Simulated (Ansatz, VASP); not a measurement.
## One calculation of Co, two programs

File POSCAR:

```
Co
1.0
    0.0000000000      1.7517737309      1.7517737309
    1.7517737309      0.0000000000      1.7517737309
    1.7517737309      1.7517737309      0.0000000000
Co
1
Direct
    0.0000000000      0.0000000000      0.0000000000
```

Contents of INCAR.step1:

```
SYSTEM = Co
PREC     = Accurate       ! precision mode
ENCUT    = 520            ! plane-wave cutoff, eV
ISMEAR   = -1             ! smearing method
SIGMA    = 0.1            ! smearing width, eV
LREAL    = .False.        ! projectors in reciprocal space
LASPH    = .True.         ! aspherical terms in the spheres
NELM     = 80             ! most SCF steps
NBANDS   = 10             ! bands
GGA      = PE             ! functional
ALGO     = Normal         ! electronic algorithm
EDIFF    = 1E-4           ! SCF threshold, eV
LWAVE    = .True.         ! write WAVECAR
LCHARG   = .False.        ! write CHGCAR
```

Contents of INCAR.step2:

```
SYSTEM = Co
PREC     = Accurate       ! precision mode
ENCUT    = 520            ! plane-wave cutoff, eV
EDIFF    = 1E-7           ! SCF threshold, eV
ISMEAR   = -1             ! smearing method
SIGMA    = 0.1            ! smearing width, eV
LREAL    = .False.        ! projectors in reciprocal space
LASPH    = .True.         ! aspherical terms in the spheres
NELM     = 80             ! most SCF steps
ALGO     = Normal         ! electronic algorithm
ISIF     = 2              ! what is computed and relaxed
LWAVE    = .False.        ! write WAVECAR
LCHARG   = .False.        ! write CHGCAR
METAGGA  = R2SCAN         ! meta-GGA
LMIXTAU  = .True.       
NBANDS   = 10             ! bands
ISTART   = 1
```

Contents of KPOINTS:

```
Automatic mesh
0
Gamma
  18 18 18
  0 0 0
```

Input for Ansatz:

```yaml
crystal:
  lattice:
    - [0.0, 1.7517737309, 1.7517737309]
    - [1.7517737309, 0.0, 1.7517737309]
    - [1.7517737309, 1.7517737309, 0.0]
  atoms:
    - { symbol: Co, position: [0.0, 0.0, 0.0] }
hamiltonian:
  xc: r2scan
  pseudopotentials:
    kind: paw
    azcp:
      Co: "pseudopotentials/Co.paw.azcp"
basis:
  ecutwfc: 500
  fft_grid_basis: typed
kpoints:
  mp_grid: { grid: [18, 18, 18], shift: [0, 0, 0] }
magnetization:
  spin_polarized: false
scf:
  occupations: { method: fermi_dirac, width: 0.1 }
  lower_state_search: "off"
output:
  stress: true
```

Alike in both runs: task single point; functional r2SCAN; k mesh 18 × 18 × 18; occupations fermi-dirac, width 0.1 eV; no spin polarisation.

```csv
,VASP,Ansatz
version,VASP 6.6.1,Ansatz 0.2.0
potentials or method,"VASP PAW PBE potentials, release 64 (Co), cutoff 520 eV","plane waves (500 eV) with PAW, scalar-relativistic"
valence electrons in the cell,9,17
```

Ansatz gave:

```
pressure (GPa) : -18.2
```

Estimate VASP's values.

pressure (GPa): -17.8.

VASP's potentials were made for PBE, not for r2SCAN. VASP's potentials hold 9 valence electrons a cell and Ansatz's 17, so a difference there can come from the potentials and not from the codes.
